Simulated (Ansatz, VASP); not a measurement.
## TaN in VASP and in Ansatz

```
CELL_PARAMETERS angstrom
5.19100 0.00000 0.00000
-2.59550 4.49554 0.00000
0.00000 0.00000 2.90800
ATOMIC_POSITIONS crystal
Ta 0.00000 0.00000 0.00000
Ta 0.33333 0.66667 0.50000
Ta 0.66667 0.33333 0.50000
N 0.50000 0.00000 0.00000
N 0.50000 0.50000 0.00000
N 0.00000 0.50000 0.00000
```

Alike in both runs: task single point; functional PBE; k mesh 12 × 12 × 14; occupations gaussian, width 0.05 eV; no spin polarisation.

|  | VASP | Ansatz |
| --- | --- | --- |
| version | VASP 6.6.1 | Ansatz 0.2.0 |
| potentials or method | VASP PAW PBE potentials, release 64 (Ta_pv, N), cutoff 520 eV | scalar-relativistic, plane waves, PAW |
| valence electrons in the cell | 48 | 54 |

VASP gave:

```
pressure (GPa)                                                : 10.5
traceless stress, the component that is largest in VASP (GPa) : 0.96
```

**Question.** Which values does Ansatz return?

**Answer.** Pressure (GPa): 9.7; traceless stress, the component that is largest in VASP (GPa): 0.75.

VASP's potentials hold 48 valence electrons a cell and Ansatz's 54, so a difference there can come from the potentials and not from the codes.

Neither program's run includes spin-orbit coupling.
